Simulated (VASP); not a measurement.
# NaTiTe3 (Pm-3m) in VASP: relaxation of cell and atoms with LDA

Aim: the relaxation of cell and atoms of NaTiTe3 with LDA.

Everything below comes from runs of VASP 6.6.1. Logs are shortened: lines on timing, memory, paths and dates and some standing lists are left out, and cuts for length are marked.

## (1) The cell of the first run

It takes space group Pm-3m (No. 221, cubic). Conventional cell: a = 4.480 Å, b = 4.480 Å, c = 4.480 Å, α = 90.00°, β = 90.00°, γ = 90.00°. Within 4.2 Å of Na (site symmetry m-3m) lie 12 Te at 3.17 Å and 8 Ti at 3.88 Å. Within 3.0 Å of Ti (site symmetry m-3m) lie 6 Te at 2.24 Å. Within 3.0 Å of Te (site symmetry 4/mmm) lie 2 Ti at 2.24 Å.

## (2) Relaxation of cell and atoms, LDA

The input, INCAR:

```
SYSTEM = NaTiTe3
PREC     = Accurate       ! precision mode
ENCUT    = 600            ! plane-wave cutoff, eV
EDIFF    = 1E-7           ! SCF threshold, eV
ISMEAR   = -1             ! smearing method
SIGMA    = 0.1            ! smearing width, eV
LREAL    = .False.        ! projectors in reciprocal space
LASPH    = .True.         ! aspherical terms in the spheres
NELM     = 60             ! most SCF steps
ALGO     = Normal         ! electronic algorithm
ISIF     = 3              ! what is computed and relaxed
LWAVE    = .False.        ! write WAVECAR
LCHARG   = .False.        ! write CHGCAR
GGA      = CA             ! functional
IBRION   = 2              ! ionic algorithm
NSW      = 80             ! ionic steps
EDIFFG   = -0.01          ! ionic threshold
```

The input, KPOINTS:

```
Automatic mesh
0
Gamma
  6 6 6
  0 0 0
```

The input, POSCAR:

```
NaTiTe3
1.0
    4.4800000000      0.0000000000      0.0000000000
    0.0000000000      4.4800000000      0.0000000000
    0.0000000000      0.0000000000      4.4800000000
Na Ti Te
1 1 3
Direct
    0.0000000000      0.0000000000      0.0000000000
    0.5000000000      0.5000000000      0.5000000000
    0.5000000000      0.5000000000      0.0000000000
    0.0000000000      0.5000000000      0.5000000000
    0.5000000000      0.0000000000      0.5000000000
```

Potentials or basis: VASP PAW LDA potentials, release 64 (Na_pv, Ti_sv, Te).

Started as:

```bash
$ cat potpaw_LDA.64/Na_pv/POTCAR potpaw_LDA.64/Ti_sv/POTCAR potpaw_LDA.64/Te/POTCAR > POTCAR
$ mpirun -np 1 vasp_std > vasp.out
```

OUTCAR:

```text
SYSTEM = NaTiTe3
   PREC = Accurate
   ENCUT = 600
   EDIFF = 1E-7
   ISMEAR = -1
   LREAL = .False.
   LASPH = .True.
   NELM = 60
   ISIF = 3
   GGA = CA
   IBRION = 2
   NSW = 80
   EDIFFG = -0.01

 ion  position               nearest neighbor table
   1  0.000  0.000  0.000-   3 3.17   4 3.17   5 3.17   4 3.17   5 3.17   3 3.17   4 3.17   4 3.17
                             3 3.17   5 3.17   5 3.17   3 3.17
   2  0.500  0.500  0.500-   3 2.24   4 2.24   5 2.24   3 2.24   5 2.24   4 2.24
   3  0.500  0.500  0.000-   2 2.24   2 2.24   4 3.17   5 3.17   1 3.17   4 3.17   5 3.17   1 3.17
                             5 3.17   5 3.17   1 3.17   4 3.17   4 3.17   1 3.17
   4  0.000  0.500  0.500-   2 2.24   2 2.24   3 3.17   5 3.17   1 3.17   3 3.17   1 3.17   5 3.17
                             1 3.17   1 3.17   3 3.17   5 3.17   3 3.17   5 3.17
   5  0.500  0.000  0.500-   2 2.24   2 2.24   3 3.17   4 3.17   1 3.17   3 3.17   1 3.17   3 3.17
                             4 3.17   3 3.17   1 3.17   4 3.17   1 3.17   4 3.17

  LATTYP: Found a simple cubic cell.
 ALAT       =     4.4800000000

  Lattice vectors:

 A1 = (   4.4800000000,   0.0000000000,   0.0000000000)
 A2 = (   0.0000000000,   4.4800000000,   0.0000000000)
 A3 = (   0.0000000000,   0.0000000000,   4.4800000000)

Analysis of symmetry for initial positions (statically):
=====================================================================
 Subroutine PRICEL returns:
 Original cell was already a primitive cell.

 Routine SETGRP: Setting up the symmetry group for a
 simple cubic supercell.

 Subroutine GETGRP returns: Found 48 space group operations
 (whereof 48 operations were pure point group operations)
 out of a pool of 48 trial point group operations.

The static configuration has the point symmetry O_h .

Analysis of symmetry for dynamics (positions and initial velocities):
=====================================================================
 Subroutine PRICEL returns:
 Original cell was already a primitive cell.

 Routine SETGRP: Setting up the symmetry group for a
 simple cubic supercell.

 Subroutine GETGRP returns: Found 48 space group operations
 (whereof 48 operations were pure point group operations)
 out of a pool of 48 trial point group operations.

The dynamic configuration has the point symmetry O_h .

 Subroutine INISYM returns: Found 48 space group operations
 (whereof 48 operations are pure point group operations),
 and found     1 'primitive' translations

----------------------------------------------------------------------------------------

                                     Primitive cell

  volume of cell :      89.9154

  direct lattice vectors                    reciprocal lattice vectors
     4.480000000  0.000000000  0.000000000     0.223214286  0.000000000  0.000000000
     0.000000000  4.480000000  0.000000000     0.000000000  0.223214286  0.000000000
[... 80 lines left out ...]
   ISPIN  =      1    spin polarized calculation?
   LNONCOLLINEAR =      F non collinear calculations
   LSORBIT =      F    spin-orbit coupling
   LASPH  =      T    aspherical Exc in radial PAW
   ENCUT  =  600.0 eV  44.10 Ry    6.64 a.u.   8.95  8.95  8.95*2*pi/ulx,y,z
   NELM   =     60;   NELMIN=  2; NELMDL= -5     # of ELM steps
   EDIFF  = 0.1E-06   stopping-criterion for ELM
   LREAL  =      F    real-space projection
   EDIFFG = -.1E-01   stopping-criterion for IOM
   NSW    =     80    number of steps for IOM
   IBRION =      2    ionic relax: 0-MD 1-quasi-New 2-CG
   NFREE  =      1    steps in history (QN), initial steepest desc. (CG)
   ISIF   =      3    stress and relaxation
   ISYM   =      2    0-nonsym 1-usesym 2-fastsym
   POTIM  = 0.5000    time-step for ionic-motion
   TEBEG  =    0.0;   TEEND  =   0.0 temperature during run
   PSTRESS=    0.0 pullay stress
   NELECT =      37.0000    total number of electrons
   NUPDOWN=      -1.0000    fix difference up-down
   EMIN   =  10.00;   EMAX   =-10.00  energy-range for DOS
   EFERMI =   0.00;   METHOD = LEGACY
   ISMEAR =    -1;   SIGMA  =   0.10  broadening in eV -4-tet -1-fermi 0-gaus
   EFERMI_NEDOS =   21; number of points for ismear=-14 and -15
   IALGO  =     38    algorithm
   IMIX   =      4    mixing-type and parameters
     AMIX     =   0.40;   BMIX     =  1.00
     AMIX_MAG =   1.60;   BMIX_MAG =  1.00
  volume/ion in A,a.u.               =      17.98       121.36
  Fermi-wavevector in a.u.,A,eV,Ry     =   1.217673  2.301069 20.173737  1.482728
  Thomas-Fermi vector in A             =   2.352986
   LORBIT       =      0    0 simple, 1 ext, 2 COOP (PROOUT), +10 PAW based schemes
   GGA     = CA    functional components
   LHFCALC =     F    Hartree Fock is set to
   AEXX    =    0.0000 exact exchange contribution
   IVDW    =     0    specifies the selected vdW correction
   LEPSILON=     F    determine dielectric tensor
   LRPA    =     F    only Hartree local field effects (RPA)
 conjugate gradient relaxation of ions
 non-spin polarized calculation
  energy-cutoff  :      600.00
  volume of cell :       89.92
 maximum number of plane-waves:      3028
 NGX is ok and might be reduce to    36
   NGX = 17   NGY = 17   NGZ = 17

--------------------------------------- Ionic step        1  -------------------------------------------

 number of electron      36.9999982 magnetization

 Free energy of the ion-electron system (eV)
  ---------------------------------------------------
  ext. energy  EPLUGINS =         0.00000000
  ---------------------------------------------------
  free energy    TOTEN  =       -15.25840940 eV

  energy without entropy =      -15.15708064  energy(sigma->0) =      -15.20774502

 E-fermi :  11.6506     XC(G=0): -11.3513

 val. band max:       11.4493608816   @ k =   0.5000   0.3333   0.3333
 cond. band min:      11.7109386659   @ k =   0.5000   0.3333   0.0000
 fundamental gap:      0.2615777842
 Fermi energy:        11.6506442483
[... 1115 lines left out ...]
  FREE ENERGIE OF THE ION-ELECTRON SYSTEM (eV)
  ---------------------------------------------------
  free  energy   TOTEN  =       -23.6174331269 eV

  energy  without entropy=      -23.5324609705  energy(sigma->0) =      -23.57494705

[... ionic steps 4 to 16 ...]

--------------------------------------- Ionic step       17  -------------------------------------------

 number of electron      37.0000020 magnetization

------------------------ aborting loop because EDIFF is reached ----------------------------------------
[... 73 lines left out ...]
--------------------------------------- Ionic step       19  -------------------------------------------

 number of electron      37.0000020 magnetization

 Free energy of the ion-electron system (eV)
  ---------------------------------------------------
  ext. energy  EPLUGINS =         0.00000000
  ---------------------------------------------------
  free energy    TOTEN  =       -23.62063990 eV

  energy without entropy =      -23.53666600  energy(sigma->0) =      -23.57865295

 E-fermi :   4.9494     XC(G=0):  -9.1120

 val. band max:        4.8791614983   @ k =   0.3333   0.3333   0.3333
 cond. band min:       4.9719683996   @ k =   0.0000   0.0000   0.0000
 fundamental gap:      0.0928069014
 Fermi energy:         4.9494498089
[... 530 lines left out ...]
  FREE ENERGIE OF THE ION-ELECTRON SYSTEM (eV)
  ---------------------------------------------------
  free  energy   TOTEN  =       -23.6206399030 eV

  energy  without entropy=      -23.5366660038  energy(sigma->0) =      -23.57865295

 reached required accuracy - stopping structural energy minimisation
```

OSZICAR:

```text
N       E                     dE             d eps       ncg     rms          rms(c)
DAV:   1     0.400712674668E+03    0.40071E+03   -0.18998E+04   936   0.189E+03
[... 194 lines left out ...]
DAV:   3    -0.236208234988E+02    0.35161E-02   -0.22361E-02  1106   0.883E-01    0.106E-01
DAV:   4    -0.236206317664E+02    0.19173E-03   -0.95360E-04  1080   0.241E-01    0.347E-02
DAV:   5    -0.236206317536E+02    0.12876E-07   -0.15898E-04  1348   0.577E-02    0.354E-02
DAV:   6    -0.236206359102E+02   -0.41566E-05   -0.91725E-06  1060   0.214E-02    0.203E-02
DAV:   7    -0.236206394215E+02   -0.35113E-05   -0.14705E-05  1282   0.135E-02    0.858E-03
DAV:   8    -0.236206399008E+02   -0.47930E-06   -0.17510E-06  1196   0.844E-03    0.135E-03
DAV:   9    -0.236206399030E+02   -0.21696E-08   -0.20566E-07   794   0.269E-03
  19 F= -.23620640E+02 E0= -.23578653E+02  d E =-.966014E-03
```

Wall time 3.2 min (1 thread of Intel Xeon 6975P-C (Granite Rapids), shared host); peak memory 0.21 GiB.

Results:

```yaml
Free_energy: -23.6206 eV
Relaxed_volume: 29.72 Å³/atom
Relaxed_cell: a = 5.297 Å, b = 5.297 Å, c = 5.297 Å, α = 90.00°, β = 90.00°, γ = 90.00°
Space_group_after_relaxing_to_0.1_Å: Pm-3m (No. 221)
Energy_gained_by_relaxing: 1672.4 meV/atom
Ionic_steps: 19
Pressure_after_relaxing: 0.1 GPa
Band_gap_on_the_k_mesh: zero (an odd number of electrons rules out a gap without spin polarisation)
```

The path:
```
step  energy change (eV)  largest force (eV/Å)  pressure (GPa)  volume (Å³)
   1              0.0000                0.0000           68.73        89.92
   2             -5.1885                0.0000           -7.85       232.31
   3             -8.3590                0.0000           -0.45       150.53
   4             -8.3621                0.0000           -0.12       149.11
   5             -8.3612                0.0000            0.34       147.72
   6             -8.3612                0.0000            0.34       147.73
   7             -8.3613                0.0000            0.33       147.76
   8             -8.3613                0.0000            0.33       147.76
   9             -8.3613                0.0000            0.33       147.76
  10             -8.3613                0.0000            0.33       147.76
  11             -8.3613                0.0000            0.32       147.77
  12             -8.3613                0.0000            0.33       147.77
  13             -8.3613                0.0000            0.32       147.77
  14             -8.3613                0.0000            0.32       147.79
  15             -8.3614                0.0000            0.31       147.81
  16             -8.3615                0.0000            0.29       147.86
  17             -8.3616                0.0000            0.26       147.97
  18             -8.3619                0.0000            0.19       148.17
  19             -8.3622                0.0000            0.05       148.59
```

Final structure:
```cif
data_structure
_symmetry_space_group_name_H-M 'P 1'
_symmetry_Int_Tables_number 1
_cell_length_a 5.2965
_cell_length_b 5.2965
_cell_length_c 5.2965
_cell_angle_alpha 90.000
_cell_angle_beta 90.000
_cell_angle_gamma 90.000
_cell_volume 148.59
loop_
_atom_site_label
_atom_site_type_symbol
_atom_site_fract_x
_atom_site_fract_y
_atom_site_fract_z
_atom_site_occupancy
Na1 Na 0.00000 0.00000 0.00000 1
Ti1 Ti 0.50000 0.50000 0.50000 1
Te1 Te 0.50000 0.50000 0.00000 1
Te2 Te 0.00000 0.50000 0.50000 1
Te3 Te 0.50000 0.00000 0.50000 1
```

Levels at points of the mesh, in eV from the Fermi level:
```
           k point  band 15  band 16  band 17  band 18  band 19  band 20  band 21  band 22
(0.00, 0.00, 0.00)    -0.95    -0.95    -0.32    -0.32    -0.32     0.02     0.02     0.02
(0.50, 0.00, 0.00)    -2.63    -2.62    -1.63    -0.29    -0.27    -0.27     1.00     1.29
(0.50, 0.50, 0.00)    -2.55    -2.55    -2.01    -2.01     0.73     0.92     1.32     1.36
(0.50, 0.50, 0.50)    -3.05    -3.05     0.79     0.79     0.79     1.07     1.07     1.07
```

Caveat: the volume moved by over 15 % at a fixed basis, so the end points are rough; spin-orbit coupling is left out, which moves the levels of the heavy elements.
